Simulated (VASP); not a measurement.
Write the native input for VASP 6.6.1 that does the following.

```
Task                   : relaxation of cell and atoms
Functional             : PBEsol
Dispersion             : D3(BJ)
Potentials or basis    : VASP PAW PBE potentials, release 64 (P)
Cutoff                 : 600 eV
k mesh                 : 21 × 21 × 21
Occupations            : gaussian, width 0.1 eV
Spin                   : no spin polarisation
Target pressure        : 120 GPa
Dipole correction      : no
Further INCAR settings : ALGO = Normal; EDIFF = 1e-06; IBRION = 2; EDIFFG = -0.004; NSW = 70; ISIF = 3
```

The structure of P lies in POSCAR:

```
P
1.0
    1.1570966365      0.6680500546      3.6793992974
   -1.1570966365      0.6680500546      3.6793992974
    0.0000000000     -1.3361001092      3.6793992974
P
2
Direct
    0.2500000000      0.2500000000      0.2500000000
    0.7500000000      0.7500000000      0.7500000000
```

These files were run (other wordings do the same):

INCAR

```
ALGO = Normal ; EDIFF = 1E-6
EDIFFG = -0.004 ; ENCUT = 600
GGA = PS ; IBRION = 2
ISIF = 3 ; ISMEAR = 0
IVDW = 12 ; LASPH = T
LCHARG = F ; LREAL = F
LWAVE = F ; NELM = 100
NSW = 70 ; PREC = Accurate
PSTRESS = 1200.0 ; SIGMA = 0.1
```

KPOINTS

```
k-points
0
Gamma
  21 21 21
```

Potentials or basis: VASP PAW PBE potentials, release 64 (P).

Launch:

```sh
$ cat potpaw_PBE.64/P/POTCAR > POTCAR
$ mpirun -np 1 vasp_std > vasp.out
```

Results of the run:

```yaml
Relaxed_volume: 8.53 Å³/atom
Relaxed_cell: a = 3.913 Å, b = 3.913 Å, c = 3.913 Å, α = 34.39°, β = 34.39°, γ = 34.39°
Space_group_after_relaxing_to_0.1_Å: Fm-3m (No. 225)
Energy_change_on_relaxing_the_run_minimises_the_enthalpy: +4.9 meV/atom
Ionic_steps: 3
Pressure_after_relaxing: 120.0 GPa
Band_gap_on_the_k_mesh: zero (bands 5 and 6 overlap by 13.76 eV)
Dispersion_energy_per_atom: -0.673 eV
```

Caveat: the cell is relaxed towards a set pressure, so the run minimises the enthalpy, not the energy; the PAW data sets were made with another functional, which shifts forces and pressure a little.

Wall time 120 s on 1 thread of Intel(R) Xeon(R) 6975P-C (Granite Rapids), on a shared host, peak memory 0.3 GiB.
